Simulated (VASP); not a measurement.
Input of a VASP 6.6.1 run:

Contents of INCAR:

```
SYSTEM = Zn
PREC = Accurate
ENCUT = 520
EDIFF = 1E-7
ISMEAR = -1
SIGMA = 0.05
LREAL = .FALSE.
LASPH = .TRUE.
NELM = 80
ALGO = Normal
ISIF = 2
LWAVE = .FALSE.
LCHARG = .TRUE.
GGA = PE
LELF = .TRUE.
LVHAR = .TRUE.
NBANDS = 19
```

KPOINTS

```
regular mesh
0
G
  11 11 6
  0 0 0
```

File POSCAR:

```
Zn
1.0
    2.6520799970      0.0000000000      0.0000000000
   -1.3260399985      2.2967686502      0.0000000000
    0.0000000000      0.0000000000      4.9326701367
Zn
2
Direct
    0.6666666667      0.3333333333      0.7500000000
    0.3333333333      0.6666666667      0.2500000000
```

Potentials or basis: VASP PAW PBE potentials, release 64 (Zn).

Launch:

```bash
$ cat potpaw_PBE.64/Zn/POTCAR > POTCAR
$ mpirun -np 1 vasp_std > vasp.out
```

Task: Predict the band gap on the k mesh.

Result: Zero (band 12 reaches 4.92 eV, above the bottom of band 13 at 0.15 eV).

Task: What does it give for the pressure?

Result: 1.2 GPa.

Stress tensor (GPa, compression positive):
```
1.75 0.00 0.00
0.00 1.75 0.00
0.00 0.00 0.04
```
